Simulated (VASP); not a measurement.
# AgCl (Fm-3m) in VASP: a series of runs

The runs below take AgCl through vibrations by perturbation theory, with PBEsol.

Everything below comes from runs of VASP 6.6.1. Logs are shortened: lines on timing, memory, paths and dates and some standing lists are left out, and cuts for length are marked.

### Step 1. The cell of the first run

It takes space group Fm-3m (No. 225, cubic). Conventional cell: a = 5.034 Å, b = 5.034 Å, c = 5.034 Å, α = 90.00°, β = 90.00°, γ = 90.00°. Ag (site symmetry m-3m) has 6 Cl at 2.52 Å within 3.3 Å. Within 3.3 Å of Cl (site symmetry m-3m) lie 6 Ag at 2.52 Å.

### Step 2. Vibrations by perturbation theory, PBEsol

File INCAR:

```
SYSTEM = AgCl
  PREC = Accurate
  ENCUT = 520
  EDIFF = 1E-8
  ISMEAR = 0
  SIGMA = 0.01
  LREAL = .FALSE.
  LASPH = .TRUE.
  NELM = 80
  ALGO = Normal
  ISIF = 2
  LWAVE = .FALSE.
  LCHARG = .FALSE.
  GGA = PS
  IBRION = 8
  NSW = 1
  LEPSILON = .TRUE.
```

File KPOINTS:

```
regular mesh
0
G
  10 10 10
  0 0 0
```

File POSCAR:

```
AgCl
1.0
    0.0000000000      2.5169322682      2.5169322682
    2.5169322682      0.0000000000      2.5169322682
    2.5169322682      2.5169322682      0.0000000000
Ag Cl
1 1
Direct
    0.5000000000      0.5000000000      0.5000000000
    0.0000000000      0.0000000000      0.0000000000
```

Potentials or basis: VASP PAW PBE potentials, release 64 (Ag, Cl).

The run is started by

```bash
$ cat potpaw_PBE.64/Ag/POTCAR potpaw_PBE.64/Cl/POTCAR > POTCAR
$ mpirun -np 1 vasp_std > vasp.out
```

OUTCAR:

```text
SYSTEM = AgCl
   PREC = Accurate
   ENCUT = 520
   EDIFF = 1E-8
   ISMEAR = 0
   LREAL = .FALSE.
   LASPH = .TRUE.
   NELM = 80
   ISIF = 2
   GGA = PS
   IBRION = 8
   NSW = 1
   LEPSILON = .TRUE.

 ion  position               nearest neighbor table
   1  0.500  0.500  0.500-   2 2.52   2 2.52   2 2.52   2 2.52   2 2.52   2 2.52
   2  0.000  0.000  0.000-   1 2.52   1 2.52   1 2.52   1 2.52   1 2.52   1 2.52

  LATTYP: Found a face centered cubic cell.
 ALAT       =     5.0338645364

  Lattice vectors:

 A1 = (   0.0000000000,   2.5169322682,   2.5169322682)
 A2 = (   2.5169322682,   0.0000000000,   2.5169322682)
 A3 = (   2.5169322682,   2.5169322682,   0.0000000000)

Analysis of symmetry for initial positions (statically):
=====================================================================
 Subroutine PRICEL returns:
 Original cell was already a primitive cell.

 Routine SETGRP: Setting up the symmetry group for a
 face centered cubic supercell.

 Subroutine GETGRP returns: Found 48 space group operations
 (whereof 48 operations were pure point group operations)
 out of a pool of 48 trial point group operations.

The static configuration has the point symmetry O_h .

Analysis of symmetry for dynamics (positions and initial velocities):
=====================================================================
 Subroutine PRICEL returns:
 Original cell was already a primitive cell.

 Routine SETGRP: Setting up the symmetry group for a
 face centered cubic supercell.

 Subroutine GETGRP returns: Found 48 space group operations
 (whereof 48 operations were pure point group operations)
 out of a pool of 48 trial point group operations.

The dynamic configuration has the point symmetry O_h .

 Subroutine INISYM returns: Found 48 space group operations
 (whereof 48 operations are pure point group operations),
 and found     1 'primitive' translations

----------------------------------------------------------------------------------------

                                     Primitive cell

  volume of cell :      31.8893

  direct lattice vectors                    reciprocal lattice vectors
     0.000000000  2.516932268  2.516932268    -0.198654531  0.198654531  0.198654531
     2.516932268  0.000000000  2.516932268     0.198654531 -0.198654531  0.198654531
     2.516932268  2.516932268  0.000000000     0.198654531  0.198654531 -0.198654531

  length of vectors
     3.559479749  3.559479749  3.559479749     0.344079741  0.344079741  0.344079741

  position of ions in fractional coordinates (direct lattice)
     0.500000000  0.500000000  0.500000000
     0.000000000  0.000000000  0.000000000

  ion indices of the primitive-cell ions
   primitive index   ion index
                 1           1
                 2           2

----------------------------------------------------------------------------------------

 KPOINTS: regular mesh

Automatic generation of k-mesh.
 Grid dimensions read from file:
 generate k-points for:   10   10   10

 Generating k-lattice:
[... 532 lines left out ...]
 ------------------------------------------------------

 Free energy of the ion-electron system (eV)
  ---------------------------------------------------
  ---------------------------------------------------
  free energy    TOTEN  =        -0.50295300 eV

  energy without entropy =       -0.50295300

------------------------ aborting loop because EDIFF is reached ----------------------------------------

--------------------------------------- Ionic step        2  -------------------------------------------

------------------------ aborting loop because EDIFF is reached ----------------------------------------

--------------------------------------- Ionic step        3  -------------------------------------------

------------------------ aborting loop because EDIFF is reached ----------------------------------------

 PIEZOELECTRIC TENSOR FIELD DIRECTION 3  (e Angst)
 -----------------------------------------------------------------------------
    -0.00026  0.00000  0.00000           (  0.00001  0.00000  0.00000)
     0.00000 -0.00026  0.00000           (  0.00000  0.00001  0.00000)
     0.00000 -0.00000 -0.00210           (  0.00000  0.00000  0.00002)

 PIEZOELECTRIC TENSOR FIELD DIRECTION 3  (C/m^2)
 -----------------------------------------------------------------------------
    -0.00013  0.00000  0.00000
     0.00000 -0.00013  0.00000
     0.00000 -0.00000 -0.00105

--------------------------------------- Ionic step        4  -------------------------------------------

------------------------ aborting loop because EDIFF is reached ----------------------------------------

[... ionic steps 5 to 6 ...]

--------------------------------------- Ionic step        7  -------------------------------------------

 Free energy of the ion-electron system (eV)
  ---------------------------------------------------
  ---------------------------------------------------
  free energy    TOTEN  =        -0.18483287 eV

  energy without entropy =       -0.18483287

------------------------ aborting loop because EDIFF is reached ----------------------------------------

 INTERNAL STRAIN TENSOR  FOR ION    2  DIRECTION 1   (eV/Angst):
 -----------------------------------------------------------------------------
     0.00228  0.00000 -0.00000
     0.00000  0.01910 -0.00000
    -0.00000 -0.00000  0.01910

 MACROSCOPIC STATIC DIELECTRIC TENSOR (including local field effects in DFT)
 ------------------------------------------------------
           6.503705    -0.000000     0.000000
          -0.000000     6.503705     0.000000
          -0.000000    -0.000000     6.503705
 ------------------------------------------------------

 PIEZOELECTRIC TENSOR (including local field effects)  for field in x, y, z        (e  Angst)
          XX          YY          ZZ          XY          YZ          ZX
  --------------------------------------------------------------------------------
  x     0.00000     0.00000     0.00000     0.00000     0.00000     0.00000
  y     0.00000     0.00000     0.00000     0.00000     0.00000     0.00000
  z     0.00000     0.00000     0.00000     0.00000     0.00000     0.00000

 PIEZOELECTRIC TENSOR (including local field effects)  for field in x, y, z        (C/m^2)
          XX          YY          ZZ          XY          YZ          ZX
  --------------------------------------------------------------------------------
  x     0.00000     0.00000     0.00000     0.00000     0.00000     0.00000
  y     0.00000     0.00000     0.00000     0.00000     0.00000     0.00000
  z     0.00000     0.00000     0.00000     0.00000     0.00000     0.00000

 BORN EFFECTIVE CHARGES (including local field effects) (in |e|, cummulative output)
 ---------------------------------------------------------------------------------
 ion    1
    1     1.31532     0.00000     0.00000
    2     0.00000     1.31532     0.00000
    3     0.00000     0.00000     1.31532
 ion    2
    1    -1.31532     0.00000     0.00000
    2     0.00000    -1.31532     0.00000
    3     0.00000     0.00000    -1.31532

 INTERNAL STRAIN TENSOR FOR ION    2 for displacements in x,y,z  (eV/Angst):
          X           Y           Z          XY          YZ          ZX
  --------------------------------------------------------------------------------
  x     0.00000     0.00000     0.00000     0.00000     0.00000     0.00000
  y     0.00000     0.00000     0.00000     0.00000     0.00000     0.00000
  z     0.00000     0.00000     0.00000     0.00000     0.00000     0.00000

 SECOND DERIVATIVES (NOT SYMMETRIZED)
 ------------------------------------
               1X          1Y          1Z          2X          2Y          2Z
  1X    -4.903377    0.000000    0.000000    4.903377    0.000000    0.000000
  1Y     0.000000   -4.903377    0.000000    0.000000    4.903377    0.000000
  1Z     0.000000    0.000000   -4.903377    0.000000    0.000000    4.903377
  2X     4.904887    0.000000    0.000000   -4.904887    0.000000    0.000000
  2Y     0.000000    4.904887    0.000000    0.000000   -4.904887    0.000000
  2Z     0.000000    0.000000    4.904887    0.000000    0.000000   -4.904887

 Eigenvectors and eigenvalues of the dynamical matrix
 ----------------------------------------------------

   1 f  =    6.702407 THz    42.112466 2PiTHz  223.568238 cm-1    27.718916 meV
             X         Y         Z           dx          dy          dz
      2.516932  2.516932  2.516932     0.000000    0.497303    0.000000
      0.000000  0.000000  0.000000     0.000000   -0.867577    0.000000
[... 21 lines left out ...]
   6 f/i=    0.000445 THz     0.002798 2PiTHz    0.014856 cm-1     0.001842 meV
             X         Y         Z           dx          dy          dz
      2.516932  2.516932  2.516932     0.000000    0.000000    0.867577
      0.000000  0.000000  0.000000     0.000000    0.000000    0.497303

--------------------------------------------------------------------------------------------------------

 MACROSCOPIC STATIC DIELECTRIC TENSOR IONIC CONTRIBUTION
 ------------------------------------------------------
           2.001797    -0.000000    -0.000000
          -0.000000     2.001797    -0.000000
          -0.000000    -0.000000     2.001797
 ------------------------------------------------------

 ELASTIC MODULI CONTR FROM IONIC RELAXATION (kBar)
 Direction    XX          YY          ZZ          XY          YZ          ZX
 --------------------------------------------------------------------------------
 XX           0.0000      0.0000      0.0000      0.0000      0.0000      0.0000
 YY           0.0000      0.0000      0.0000      0.0000      0.0000      0.0000
 ZZ           0.0000      0.0000      0.0000      0.0000      0.0000      0.0000
 XY           0.0000      0.0000      0.0000      0.0000      0.0000      0.0000
 YZ           0.0000      0.0000      0.0000      0.0000      0.0000      0.0000
 ZX           0.0000      0.0000      0.0000      0.0000      0.0000      0.0000
 --------------------------------------------------------------------------------

 PIEZOELECTRIC TENSOR IONIC CONTR  for field in x, y, z        (C/m^2)
          XX          YY          ZZ          XY          YZ          ZX
  --------------------------------------------------------------------------------
  x     0.00000     0.00000     0.00000     0.00000     0.00000     0.00000
  y     0.00000     0.00000     0.00000     0.00000     0.00000     0.00000
  z     0.00000     0.00000     0.00000     0.00000     0.00000     0.00000
```

Wall time 3 min (1 thread of AMD EPYC 9R45 (Zen 5), shared host); peak memory 0.23 GiB.

Results:

* Electronic dielectric tensor (diagonal): 6.50
* Born charges (mean of the diagonal): Ag +1.32; Cl -1.32 e
* Highest phonon frequency at Γ, LO-TO splitting left out: 224 cm⁻¹

Phonon frequencies in cm⁻¹ (negative: imaginary):
| q point | frequencies |
| --- | --- |
| (0.000, 0.000, 0.000) | 0 0 0 224 224 224 |

Electronic dielectric tensor:
```
6.50 0.00 0.00
0.00 6.50 0.00
0.00 0.00 6.50
```

Born effective charge tensors (e):
atom 1, Ag
```
1.32 0.00 0.00
0.00 1.32 0.00
0.00 0.00 1.32
```
atom 2, Cl
```
-1.32  0.00  0.00
 0.00 -1.32  0.00
 0.00  0.00 -1.32
```

Caveat: the cell wasn't relaxed at this level first, which shifts response properties; the PAW data sets were made with another functional, which shifts forces and pressure a little.

### Step 3. Vibrations by perturbation theory, PBEsol

This run uses another cell than the first one, of 19.56 Å³/atom, 1.227 times its volume.

File INCAR:

```
  ALGO = Normal
  EDIFF = 1E-8
  ENCUT = 520
  GGA = PS
  IBRION = 8
  ISIF = 2
  ISMEAR = 0
  LASPH = True
  LCHARG = True
  LEPSILON = True
  LREAL = False
  LWAVE = False
  NELM = 100
  NSW = 1
  PREC = Accurate
  SIGMA = 0.01
```

File KPOINTS:

```
k-points
0
Gamma
  10 10 10
```

File POSCAR:

```
AgCl
1.0
    0.0000000000      2.6944177027      2.6944177027
    2.6944177027      0.0000000000      2.6944177027
    2.6944177027      2.6944177027      0.0000000000
Ag Cl
1 1
Direct
    0.5000000000      0.5000000000      0.5000000000
    0.0000000000      0.0000000000      0.0000000000
```

Potentials or basis: VASP PAW PBE potentials, release 64 (Ag, Cl).

The run is started by

```bash
$ cat potpaw_PBE.64/Ag/POTCAR potpaw_PBE.64/Cl/POTCAR > POTCAR
$ mpirun -np 1 vasp_std > vasp.out
```

OUTCAR:

```text
EDIFF = 1E-8
   ENCUT = 520
   GGA = PS
   IBRION = 8
   ISIF = 2
   ISMEAR = 0
   LASPH = True
   LEPSILON = True
   LREAL = False
   NELM = 100
   NSW = 1
   PREC = Accurate

 ion  position               nearest neighbor table
   1  0.500  0.500  0.500-   2 2.69   2 2.69   2 2.69   2 2.69   2 2.69   2 2.69
   2  0.000  0.000  0.000-   1 2.69   1 2.69   1 2.69   1 2.69   1 2.69   1 2.69

  LATTYP: Found a face centered cubic cell.
 ALAT       =     5.3888354054

  Lattice vectors:

[... 731 lines left out ...]
   6 f/i=    0.002843 THz     0.017864 2PiTHz    0.094838 cm-1     0.011758 meV
             X         Y         Z           dx          dy          dz
      2.694418  2.694418  2.694418    -0.714342    0.120390   -0.477995
      0.000000  0.000000  0.000000    -0.408843    0.068903   -0.273574

--------------------------------------------------------------------------------------------------------

 MACROSCOPIC STATIC DIELECTRIC TENSOR IONIC CONTRIBUTION
 ------------------------------------------------------
           5.439193    -0.000000     0.000000
          -0.000000     5.439193    -0.000000
           0.000000    -0.000000     5.439193
 ------------------------------------------------------

 ELASTIC MODULI CONTR FROM IONIC RELAXATION (kBar)
 Direction    XX          YY          ZZ          XY          YZ          ZX
 --------------------------------------------------------------------------------
 XX           0.0000      0.0000      0.0000      0.0000      0.0000      0.0000
 YY           0.0000      0.0000      0.0000      0.0000      0.0000      0.0000
 ZZ           0.0000      0.0000      0.0000      0.0000      0.0000      0.0000
 XY           0.0000      0.0000      0.0000      0.0000      0.0000      0.0000
 YZ           0.0000      0.0000      0.0000      0.0000      0.0000      0.0000
 ZX           0.0000      0.0000      0.0000      0.0000      0.0000      0.0000
 --------------------------------------------------------------------------------

 PIEZOELECTRIC TENSOR IONIC CONTR  for field in x, y, z        (C/m^2)
          XX          YY          ZZ          XY          YZ          ZX
  --------------------------------------------------------------------------------
  x     0.00000     0.00000     0.00000     0.00000     0.00000     0.00000
  y     0.00000     0.00000     0.00000     0.00000     0.00000     0.00000
  z     0.00000     0.00000     0.00000     0.00000     0.00000     0.00000
```

Wall time 6.6 min (1 thread of Oxide Virtual Turin-like, shared host); peak memory 0.25 GiB.

What came out:

```
Electronic dielectric tensor (diagonal)                 : 5.58
Born charges (mean of the diagonal)                     : Ag +1.41; Cl -1.41 e
Highest phonon frequency at Γ, LO-TO splitting left out : 131 cm⁻¹
```

Phonon frequencies in cm⁻¹ (negative: imaginary):
```tsv
q point	frequencies
(0.000, 0.000, 0.000)	0 0 0 131 131 131
```

Electronic dielectric tensor:
```
5.58 0.00 0.00
0.00 5.58 0.00
0.00 0.00 5.58
```

Born effective charge tensors (e):
atom 1, Ag
```
1.41 0.00 0.00
0.00 1.41 0.00
0.00 0.00 1.41
```
atom 2, Cl
```
-1.41  0.00  0.00
 0.00 -1.41  0.00
 0.00  0.00 -1.41
```

Caveat: the cell wasn't relaxed at this level first, which shifts response properties; the PAW data sets were made with another functional, which shifts forces and pressure a little.
